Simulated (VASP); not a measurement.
# FeSi16 (a cell with a defect) in VASP: a series of runs

FeSi16 (a cell with a defect) is run at these levels: PBE+D3(BJ); tasks: single point.

All numbers are computed with VASP 6.6.1; they aren't measurements. Logs are shortened: lines on timing, memory, paths and dates and some standing lists are left out, and cuts for length are marked.

## 1. The cell of the first run

The cell holds a defect, 17 atoms: a = 7.679 Å, b = 7.679 Å, c = 7.679 Å, α = 60.00°, β = 60.00°, γ = 60.00°.

## 2. Single point, PBE+D3(BJ), collinear spin, ferromagnetic start

INCAR

```
PREC = Accurate
ENCUT = 520
EDIFF = 1E-6
ISMEAR = 0
SIGMA = 0.05
LREAL = Auto
LASPH = T
NELM = 150
ALGO = Normal
ISIF = 2
LWAVE = F
LCHARG = T
ISPIN = 2
MAGMOM = 0 0 0 0 0 0 0 0 0 0 0 0 0 0 0 0 2.5
LORBIT = 11
LMAXMIX = 4
GGA = PE
IVDW = 12
LELF = T
LVHAR = T
NBANDS = 54
```

KPOINTS

```
regular mesh
0
Gamma
  2 2 2
```

POSCAR

```
FeSi16
1.0
    0.0000000000      5.4300000000      5.4300000000
    5.4300000000      0.0000000000      5.4300000000
    5.4300000000      5.4300000000      0.0000000000
Si Fe
16 1
Direct
    0.0034391499      0.0007163173     -0.0041630127
    0.1197729238      0.1279565498      0.1268236218
    0.0034623405      0.0005616058      0.5013624469
    0.1399204633      0.1201019631      0.6206425450
   -0.0023081280      0.5007048522      0.0015869115
    0.1197610337      0.6261896430      0.1267886301
    0.0034894065      0.4953472430      0.5013200749
    0.1198292107      0.6260204737      0.6288752671
    0.4953001957     -0.0006286142      0.0031797869
    0.6222561267      0.1270292649      0.1244532410
    0.5138881245     -0.0045290062      0.4956525166
    0.6221844015      0.1266226879      0.6273431566
    0.4952821468      0.5028612193      0.0032590304
    0.6245185454      0.6251373049      0.1260047556
    0.4953265386      0.5025388001      0.5002371420
    0.6222985871      0.6242828289      0.6274531377
    0.7598636334      0.2467748663      0.7468356486
```

Potentials or basis: VASP PAW PBE potentials, release 64 (Si, Fe).

Launch:

```bash
> cat potpaw_PBE.64/Si/POTCAR potpaw_PBE.64/Fe/POTCAR > POTCAR
> mpirun -np 1 vasp_std > vasp.out
```

OUTCAR:

```text
PREC = Accurate
   ENCUT = 520
   EDIFF = 1E-6
   ISMEAR = 0
   LREAL = Auto
   LASPH = T
   NELM = 150
   ISIF = 2
   ISPIN = 2
   LORBIT = 11
   GGA = PE
   IVDW = 12
 IVDW          = 12

 ion  position               nearest neighbor table
   1  0.003  0.001  0.996-   6 2.35   2 2.35   4 2.35  10 2.39  17 2.67
   2  0.120  0.128  0.127-   5 2.34   3 2.35   1 2.35   9 2.35
   3  0.003  0.001  0.501-   8 2.35   2 2.35   4 2.35  12 2.39  17 2.67
   4  0.140  0.120  0.621-  11 2.34   1 2.35   7 2.35   3 2.35  17 2.38
   5  0.998  0.501  0.002-   8 2.34   2 2.34   6 2.34  14 2.34
   6  0.120  0.626  0.127-   5 2.34   1 2.35   7 2.35  13 2.35
   7  0.003  0.495  0.501-   6 2.35   8 2.35   4 2.35  16 2.39  17 2.67
   8  0.120  0.626  0.629-   5 2.34   3 2.35   7 2.35  15 2.35
   9  0.495  0.999  0.003-  14 2.35   2 2.35  12 2.36  10 2.36  17 2.78
  10  0.622  0.127  0.124-  11 2.33  13 2.36   9 2.36  17 2.37   1 2.39
  11  0.514  0.995  0.496-  12 2.33  16 2.33  10 2.33   4 2.34
  12  0.622  0.127  0.627-  11 2.33   9 2.36  15 2.36  17 2.37   3 2.39
  13  0.495  0.503  0.003-  14 2.35   6 2.35  16 2.36  10 2.36  17 2.78
  14  0.625  0.625  0.126-   5 2.34  15 2.35   9 2.35  13 2.35
  15  0.495  0.503  0.500-  14 2.35   8 2.35  12 2.36  16 2.36  17 2.78
  16  0.622  0.624  0.627-  11 2.33  13 2.36  15 2.36  17 2.37   7 2.39
  17  0.760  0.247  0.747-  12 2.37  16 2.37  10 2.37   4 2.38   3 2.67   7 2.67   1 2.67  15 2.78
                             9 2.78  13 2.78

  LATTYP: Found a face centered cubic cell.
 ALAT       =    10.8600000000

  Lattice vectors:

 A1 = (   0.0000000000,   5.4300000000,   5.4300000000)
 A2 = (   5.4300000000,   0.0000000000,   5.4300000000)
 A3 = (   5.4300000000,   5.4300000000,   0.0000000000)

Analysis of symmetry for initial positions (statically):
=====================================================================
 Subroutine PRICEL returns:
 Original cell was already a primitive cell.

 Routine SETGRP: Setting up the symmetry group for a
 face centered cubic supercell.

 Subroutine GETGRP returns: Found  1 space group operations
 (whereof  1 operations were pure point group operations)
 out of a pool of 48 trial point group operations.

The static configuration has the point symmetry C_1 .

Analysis of symmetry for dynamics (positions and initial velocities):
=====================================================================
 Subroutine PRICEL returns:
 Original cell was already a primitive cell.

 Routine SETGRP: Setting up the symmetry group for a
 face centered cubic supercell.

 Subroutine GETGRP returns: Found  1 space group operations
 (whereof  1 operations were pure point group operations)
 out of a pool of 48 trial point group operations.

The dynamic configuration has the point symmetry C_1 .

Analysis of structural, dynamic, and magnetic symmetry:
=====================================================================
 Subroutine PRICEL returns:
 Original cell was already a primitive cell.

 Routine SETGRP: Setting up the symmetry group for a
 face centered cubic supercell.

 Subroutine GETGRP returns: Found  1 space group operations
 (whereof  1 operations were pure point group operations)
 out of a pool of 48 trial point group operations.

The overall configuration has the point symmetry C_1 .

 Subroutine INISYM returns: Found  1 space group operations
 (whereof  1 operations are pure point group operations),
 and found     1 'primitive' translations

----------------------------------------------------------------------------------------

                                     Primitive cell

  volume of cell :     320.2060

  direct lattice vectors                    reciprocal lattice vectors
     0.000000000  5.430000000  5.430000000    -0.092081031  0.092081031  0.092081031
     5.430000000  0.000000000  5.430000000     0.092081031 -0.092081031  0.092081031
     5.430000000  5.430000000  0.000000000     0.092081031  0.092081031 -0.092081031

  length of vectors
     7.679179644  7.679179644  7.679179644     0.159489025  0.159489025  0.159489025

  position of ions in fractional coordinates (direct lattice)
     0.003439150  0.000716317  0.995836987
     0.119772924  0.127956550  0.126823622
     0.003462341  0.000561606  0.501362447
     0.139920463  0.120101963  0.620642545
     0.997691872  0.500704852  0.001586911
     0.119761034  0.626189643  0.126788630
[... 9 lines left out ...]
     0.622298587  0.624282829  0.627453138
     0.759863633  0.246774866  0.746835649

  ion indices of the primitive-cell ions
   primitive index   ion index
                 1           1
                 2           2
                 3           3
                 4           4
                 5           5
                 6           6
[... 9 lines left out ...]
                16          16
                17          17

----------------------------------------------------------------------------------------

[... 75 lines left out ...]
  Thomas-Fermi vector in A             =   2.127527
   LORBIT       =     11    0 simple, 1 ext, 2 COOP (PROOUT), +10 PAW based schemes
   GGA     = PE    functional components
   LHFCALC =     F    Hartree Fock is set to
   AEXX    =    0.0000 exact exchange contribution
   IVDW    =    12    specifies the selected vdW correction
   LEPSILON=     F    determine dielectric tensor
   LRPA    =     F    only Hartree local field effects (RPA)
 spin polarized calculation
 Gauss-broadening in eV      SIGMA  =   0.05
  energy-cutoff  :      520.00
  volume of cell :      320.21
 maximum number of plane-waves:      8646
 NGX is ok and might be reduce to    60
   NGX = 29   NGY = 29   NGZ = 29

 number of electron      71.9999998 magnetization       2.0836905

 Free energy of the ion-electron system (eV)
  ---------------------------------------------------
  ext. energy  EPLUGINS =         0.00000000
  ---------------------------------------------------
  free energy    TOTEN  =       -92.31260484 eV

  energy without entropy =      -92.30799589  energy(sigma->0) =      -92.31030037

 E-fermi :   6.3729     XC(G=0):  -9.6838

 val. band max:        6.3195183255   @ k =   0.0000   0.5000   0.0000
 cond. band min:       6.3881336670   @ k =   0.0000   0.0000   0.0000
 fundamental gap:      0.0686153415
 Fermi energy:         6.3729183906

 spin component 1

 k-point     1 :       0.0000    0.0000    0.0000
  band No.  band energies     occupation
      1      -6.0109      1.00000
      2      -3.6548      1.00000
      3      -3.6352      1.00000
      4      -3.6298      1.00000
      5      -3.6294      1.00000
      6      -2.0216      1.00000
[... 40 lines left out ...]
     47       7.6438      0.00000
     48       8.7680      0.00000
[... 355 lines left out ...]
     47      10.3469      0.00000
     48      10.4136      0.00000
 Fermi energy:         6.3729183906

 spin component 2

 k-point     1 :       0.0000    0.0000    0.0000
  band No.  band energies     occupation
      1      -5.9788      1.00000
      2      -3.6279      1.00000
      3      -3.6086      1.00000
      4      -3.5961      1.00000
      5      -3.5959      1.00000
      6      -2.0008      1.00000
[... 40 lines left out ...]
     47       7.8046      0.00000
     48       8.9848      0.00000
[... 355 lines left out ...]
     47      10.4364      0.00000
     48      10.4449      0.00000
 [bands above 48 left out]

------------------------ aborting loop because EDIFF is reached ----------------------------------------

 Edisp (eV)   -5.51486

 E8    (eV) :    -2.2918

  FORCE on cell =-STRESS in cart. coord.  units (eV):
  Direction    XX          YY          ZZ          XY          YZ          ZX
  --------------------------------------------------------------------------------------
  -------------------------------------------------------------------------------------
  Total      -0.89888    -0.90831    -0.90187     0.33202    -0.33273     0.33552
  in kB      -4.49763    -4.54482    -4.51258     1.66128    -1.66483     1.67879
  external pressure =       -4.52 kB  Pullay stress =        0.00 kB

 VOLUME and BASIS-vectors are now :
 -----------------------------------------------------------------------------
  energy-cutoff  :      520.00
  volume of cell :      320.21
      direct lattice vectors                 reciprocal lattice vectors
     0.000000000  5.430000000  5.430000000    -0.092081031  0.092081031  0.092081031
     5.430000000  0.000000000  5.430000000     0.092081031 -0.092081031  0.092081031
     5.430000000  5.430000000  0.000000000     0.092081031  0.092081031 -0.092081031

 POSITION                                       TOTAL-FORCE (eV/Angst)
 -----------------------------------------------------------------------------------
      5.41128      5.42607      0.02256         0.001217      0.000558      0.001453
      1.38346      1.33902      1.34517        -0.000747     -0.000620      0.000754
      2.72545      2.74120      0.02185        -0.000479      0.001539      0.002645
      4.02224      4.12986      1.41192        -0.004867      0.000680      0.002453
      2.72744      5.42608      8.13629         0.001073      0.000407     -0.000779
      4.08867      1.33876      4.05051        -0.001075      0.001005      0.000324
[... 9 lines left out ...]
      6.79693      6.78615      6.76894         0.005238     -0.009514      0.004365
      5.39531      8.18138      5.46605         0.005997      0.004418     -0.000390
 -----------------------------------------------------------------------------------
    total drift:                               -0.004839     -0.002609      0.001378

  FREE ENERGIE OF THE ION-ELECTRON SYSTEM (eV)
  ---------------------------------------------------
  free  energy   TOTEN  =       -97.8274662915 eV

  energy  without entropy=      -97.8228573477  energy(sigma->0) =      -97.82516182

 total charge

# of ion       s       p       d       tot
------------------------------------------
    1        0.733   0.951   0.000   1.684
    2        0.741   0.948   0.000   1.689
    3        0.733   0.951   0.000   1.684
    4        0.731   0.960   0.000   1.691
    5        0.739   0.966   0.000   1.705
    6        0.741   0.948   0.000   1.689
[... 9 lines left out ...]
   16        0.733   0.963   0.000   1.696
   17        0.373   0.416   6.530   7.319
--------------------------------------------------
tot         12.171  15.662   6.530  34.363

 magnetization (x)

# of ion       s       p       d       tot
------------------------------------------
    1       -0.000  -0.000   0.000  -0.001
    2        0.002   0.008   0.000   0.010
    3       -0.000  -0.000   0.000  -0.001
    4        0.003   0.031   0.000   0.033
    5       -0.001  -0.002   0.000  -0.003
    6        0.002   0.008   0.000   0.009
[... 9 lines left out ...]
   16        0.001   0.032   0.000   0.033
   17        0.011   0.011   1.678   1.699
--------------------------------------------------
tot          0.020   0.157   1.678   1.854
```

It took 17 min on 1 thread of Intel Xeon 6975P-C, shared host; peak memory 0.73 GiB.

What came out:

```yaml
Free_energy: -97.8275 eV
Pressure: -0.5 GPa
Largest_force: 0.012 eV/Å
Band_gap_on_the_k_mesh: 0.07 eV
Net_moment: 2.08 μB per cell
Site_moments: Si -0.00, +0.01, +0.03, -0.01; Fe +1.70 μB
Valence_electrons_inside_the_program's_atomic_spheres: Si 1.68, 1.69, 1.71, 1.70; Fe 7.32
Dispersion_energy_per_atom: -0.324 eV
```

Forces in eV/Å, atoms in the order of the input:
```
Si   0.001  0.001  0.001
Si  -0.001 -0.001  0.001
Si   0.000  0.002  0.003
Si  -0.005  0.001  0.002
Si   0.001  0.000 -0.001
Si  -0.001  0.001  0.000
Si  -0.001  0.002  0.000
Si  -0.001 -0.002  0.000
Si   0.000  0.001  0.001
Si   0.006  0.007 -0.008
Si   0.002  0.000 -0.002
Si  -0.004 -0.006 -0.004
Si  -0.001  0.001  0.000
Si  -0.006 -0.003  0.002
Si  -0.001  0.001  0.001
Si   0.005 -0.010  0.004
Fe   0.006  0.004  0.000
```

Stress tensor (GPa, compression positive):
```
-0.45  0.17  0.17
 0.17 -0.45 -0.17
 0.17 -0.17 -0.45
```

Levels at points of the mesh, in eV from the valence-band top:
Spin up:
| k point | band 33 | band 34 | band 35 | band 36 | band 37 | band 38 | band 39 | band 40 | band 41 | band 42 |
| --- | --- | --- | --- | --- | --- | --- | --- | --- | --- | --- |
| (0.00, 0.00, 0.00) | -0.24 | -0.24 | -0.23 | -0.16 | -0.15 | 0.07 | 0.60 | 0.60 | 0.85 | 0.88 |
| (0.50, 0.00, 0.00) | -1.27 | -0.79 | -0.78 | -0.27 | -0.27 | 0.72 | 1.33 | 1.33 | 1.36 | 1.49 |
| (0.00, 0.50, 0.00) | -1.25 | -0.82 | -0.73 | -0.30 | -0.20 | 0.82 | 1.27 | 1.35 | 1.39 | 1.52 |
| (0.00, 0.00, 0.50) | -1.25 | -0.82 | -0.73 | -0.30 | -0.20 | 0.82 | 1.27 | 1.35 | 1.39 | 1.52 |
| (0.50, 0.50, 0.50) | -1.25 | -0.82 | -0.73 | -0.30 | -0.20 | 0.81 | 1.27 | 1.35 | 1.39 | 1.52 |
| (0.50, 0.50, 0.00) | -1.50 | -1.38 | -0.79 | -0.74 | -0.18 | 0.81 | 1.30 | 2.08 | 2.10 | 2.10 |
| (0.00, 0.50, 0.50) | -1.50 | -1.38 | -0.79 | -0.74 | -0.18 | 0.81 | 1.30 | 2.08 | 2.10 | 2.10 |
| (0.50, 0.00, 0.50) | -1.50 | -1.38 | -0.79 | -0.74 | -0.18 | 0.81 | 1.30 | 2.08 | 2.10 | 2.10 |
Spin down:
```
           k point  band 31  band 32  band 33  band 34  band 35  band 36  band 37  band 38  band 39  band 40
(0.00, 0.00, 0.00)    -0.80    -0.80    -0.08    -0.08    -0.07     0.19     0.40     0.40     1.03     1.03
(0.50, 0.00, 0.00)    -1.04    -1.04    -0.57    -0.14    -0.13     0.70     0.70     0.83     1.42     1.42
(0.00, 0.50, 0.00)    -1.03    -1.02    -0.66    -0.14     0.00     0.62     0.68     0.94     1.37     1.46
(0.00, 0.00, 0.50)    -1.03    -1.02    -0.66    -0.14     0.00     0.62     0.69     0.94     1.37     1.46
(0.50, 0.50, 0.50)    -1.03    -1.02    -0.66    -0.14     0.00     0.62     0.68     0.94     1.37     1.46
(0.50, 0.50, 0.00)    -1.64    -1.49    -0.85    -0.10    -0.01     0.17     1.11     1.30     1.52     2.08
(0.00, 0.50, 0.50)    -1.63    -1.49    -0.85    -0.10     0.00     0.17     1.11     1.30     1.52     2.08
(0.50, 0.00, 0.50)    -1.64    -1.49    -0.85    -0.09    -0.01     0.17     1.11     1.30     1.52     2.08
```

Caveat: the k points lie up to 0.50 Å⁻¹ apart.

## 3. Single point, PBE+D3(BJ), collinear spin, ferromagnetic start

INCAR

```
SYSTEM = FeSi16
  PREC = Accurate
  ENCUT = 520
  EDIFF = 1E-7
  ISMEAR = 0
  SIGMA = 0.05
  LREAL = Auto
  LASPH = .True.
  NELM = 150
  ALGO = Normal
  ISIF = 2
  LWAVE = .False.
  LCHARG = .False.
  ISPIN = 2
  MAGMOM = 0 0 0 0 0 0 0 0 0 0 0 0 0 0 0 0 2.5
  LORBIT = 11
  LMAXMIX = 4
  GGA = PE
  IVDW = 12
  NBANDS = 54
```

KPOINTS

```
regular mesh
0
Gamma
  2 2 2
  0 0 0
```

POSCAR

```
FeSi16
1.0
    0.0000000000      5.4300000000      5.4300000000
    5.4300000000      0.0000000000      5.4300000000
    5.4300000000      5.4300000000      0.0000000000
Si Fe
16 1
Direct
   -0.0028567379     -0.0010685679      0.0054009275
    0.1244968081      0.1298638481      0.1216279714
   -0.0015311008      0.0008418010      0.5028535345
    0.1258621595      0.1222465369      0.6298678894
    0.0051769285      0.5050918043     -0.0149584422
    0.1244968615      0.6244195237      0.1215345719
   -0.0017621736      0.4981562625      0.5028732598
    0.1296809174      0.6296552728      0.6110412156
    0.4990751651     -0.0010189828      0.0050997437
    0.6243903052      0.1242974264      0.1272704296
    0.5000927453     -0.0000053126      0.5004649125
    0.6226045829      0.1225439389      0.6295695864
    0.4990251368      0.4970464015      0.0054027857
    0.6299430962      0.6244103457      0.1216426471
    0.5008688167      0.4984010653      0.5028802746
    0.6223199167      0.6257763674      0.6298668711
    0.8784622227      0.3784522788      0.3650483313
```

Potentials or basis: VASP PAW PBE potentials, release 64 (Si, Fe).

Launch:

```bash
> cat potpaw_PBE.64/Si/POTCAR potpaw_PBE.64/Fe/POTCAR > POTCAR
> mpirun -np 1 vasp_std > vasp.out
```

Wall time 15 min (1 thread of Intel Xeon 6975P-C, shared host); peak memory 0.72 GiB.

Results (log left out):

```
Free energy                                           : -97.8274 eV
Pressure                                              : -0.5 GPa
Largest force                                         : 0.011 eV/Å
Band gap on the k mesh                                : 0.07 eV
Net moment                                            : 2.08 μB per cell
Site moments                                          : Si +0.01, -0.00, +0.03, -0.01; Fe +1.70 μB
Valence electrons inside the program's atomic spheres : Si 1.69, 1.68, 1.70, 1.71; Fe 7.32
Dispersion energy per atom                            : -0.324 eV
```

Forces on the atoms (eV/Å):
```
Si   0.000 -0.002 -0.001
Si  -0.003  0.001  0.003
Si  -0.006  0.004 -0.006
Si   0.001 -0.004  0.004
Si  -0.005 -0.006  0.002
Si   0.001  0.002 -0.001
Si   0.007  0.007  0.006
Si   0.003  0.004  0.001
Si   0.004  0.004  0.001
Si  -0.001 -0.001 -0.001
Si  -0.005 -0.006 -0.002
Si   0.002  0.003  0.001
Si  -0.002  0.000 -0.001
Si   0.000 -0.003  0.003
Si   0.004 -0.006 -0.006
Si  -0.003  0.002  0.003
Fe   0.001  0.002 -0.005
```

Stress tensor (GPa, compression positive):
```
-0.45 -0.17  0.17
-0.17 -0.45  0.17
 0.17  0.17 -0.45
```

Levels at points of the mesh, in eV from the valence-band top:
Spin up:
```csv
k point,band 34,band 35,band 36,band 37,band 38,band 39,band 40,band 41
"(0.00, 0.00, 0.00)",-0.24,-0.23,-0.16,-0.16,0.07,0.60,0.60,0.85
"(0.50, 0.00, 0.00)",-0.82,-0.73,-0.30,-0.20,0.82,1.27,1.35,1.39
"(0.00, 0.50, 0.00)",-0.82,-0.73,-0.30,-0.20,0.82,1.27,1.35,1.39
"(0.00, 0.00, 0.50)",-0.78,-0.78,-0.27,-0.27,0.72,1.33,1.33,1.36
"(0.50, 0.50, 0.50)",-0.82,-0.73,-0.30,-0.20,0.82,1.27,1.35,1.39
"(0.50, 0.50, 0.00)",-1.38,-0.79,-0.74,-0.18,0.81,1.30,2.07,2.10
"(0.00, 0.50, 0.50)",-1.38,-0.79,-0.74,-0.18,0.81,1.30,2.07,2.10
"(0.50, 0.00, 0.50)",-1.38,-0.79,-0.74,-0.18,0.81,1.30,2.07,2.10
```
Spin down:
```
           k point  band 32  band 33  band 34  band 35  band 36  band 37  band 38  band 39
(0.00, 0.00, 0.00)    -0.80    -0.08    -0.08    -0.08     0.19     0.40     0.40     1.02
(0.50, 0.00, 0.00)    -1.02    -0.66    -0.14     0.00     0.62     0.68     0.94     1.37
(0.00, 0.50, 0.00)    -1.02    -0.66    -0.14     0.00     0.62     0.68     0.94     1.37
(0.00, 0.00, 0.50)    -1.04    -0.57    -0.14    -0.13     0.70     0.70     0.83     1.42
(0.50, 0.50, 0.50)    -1.02    -0.66    -0.14     0.00     0.62     0.68     0.94     1.37
(0.50, 0.50, 0.00)    -1.49    -0.85    -0.10    -0.01     0.17     1.11     1.30     1.52
(0.00, 0.50, 0.50)    -1.49    -0.85    -0.10    -0.01     0.17     1.11     1.30     1.52
(0.50, 0.00, 0.50)    -1.49    -0.85    -0.10    -0.01     0.17     1.11     1.30     1.52
```

Caveat: the k points lie up to 0.50 Å⁻¹ apart.
